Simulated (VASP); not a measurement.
WC: relaxation of cell and atoms with PBE

Crystal: WC.

```xyz
2
Lattice="2.9005 0.0000 0.0000 -1.4503 2.5119 0.0000 0.0000 0.0000 2.8290" Properties=species:S:1:pos:R:3 pbc="T T T"
W     0.0000    0.0000    0.0000
C     1.4503    0.8373    1.4145
```

```json
{
 "Program": "VASP 6.6.1",
 "Task": "relaxation of cell and atoms",
 "Functional": "PBE",
 "Potentials or basis": "VASP PAW PBE potentials, release 64 (W_sv, C)",
 "Cutoff": "600 eV",
 "k mesh": "6 × 6 × 6",
 "Occupations": "gaussian, width 0.1 eV",
 "Spin": "no spin polarisation",
 "Dipole correction": "no",
 "Further INCAR settings": "ALGO = Normal; EDIFF = 1e-07; IBRION = 2; EDIFFG = -0.04; NSW = 90; ISIF = 3"
}
```

```
Relaxed volume                         : 10.56 Å³/atom
Relaxed cell                           : a = 2.928 Å, b = 2.928 Å, c = 2.845 Å, α = 90.00°, β = 90.00°, γ = 120.00°
Space group after relaxing (to 0.05 Å) : P-6m2 (No. 187)
Energy gained by relaxing              : 7.5 meV/atom
Ionic steps                            : 6
Pressure after relaxing                : 0.0 GPa
Band gap on the k mesh                 : zero (band 9 reaches 11.49 eV, above the bottom of band 10 at 10.27 eV)
```

The path:
```tsv
step	energy change (eV)	largest force (eV/Å)	pressure (GPa)	volume (Å³)
1	0.0000	0.0000	9.60	20.61
2	0.0843	0.0000	-21.51	22.51
3	-0.0147	0.0000	-0.28	21.12
4	-0.0147	0.0000	-0.06	21.11
5	-0.0147	0.0000	0.06	21.12
6	-0.0149	0.0000	0.00	21.11
```

Final structure:
```yaml
crystal:
  lattice:
    - [2.92761, 0.00000, 0.00000]
    - [-1.46381, 2.53539, 0.00000]
    - [0.00000, 0.00000, 2.84454]
  atoms:
    - { symbol: W, position: [0.00000, 0.00000, 0.00000] }
    - { symbol: C, position: [0.66667, 0.33333, 0.50000] }
```

Levels at points of the mesh, in eV from the Fermi level:
```tsv
k point	band 6	band 7	band 8	band 9	band 10	band 11	band 12	band 13
(0.00, 0.00, 0.00)	-4.46	-3.54	-3.54	-0.12	2.91	2.91	5.30	5.30
(0.50, 0.00, 0.00)	-7.20	-3.74	-3.74	-0.73	2.06	4.15	4.47	6.53
(0.00, 0.00, 0.50)	-8.78	-2.26	-2.26	-0.81	-0.81	3.42	4.21	4.21
(0.50, 0.00, 0.50)	-6.60	-4.50	-4.38	0.01	4.04	4.95	6.23	8.76
```

Wall time 14 s on 1 thread of Intel(R) Xeon(R) 6975P-C (Granite Rapids), on a shared host, peak memory 0.15 GiB.

Caveat: the k points lie up to 0.41 Å⁻¹ apart in the final cell; spin-orbit coupling is left out, which moves the levels of the heavy elements. Zero-point motion and thermal expansion aren't in these numbers.
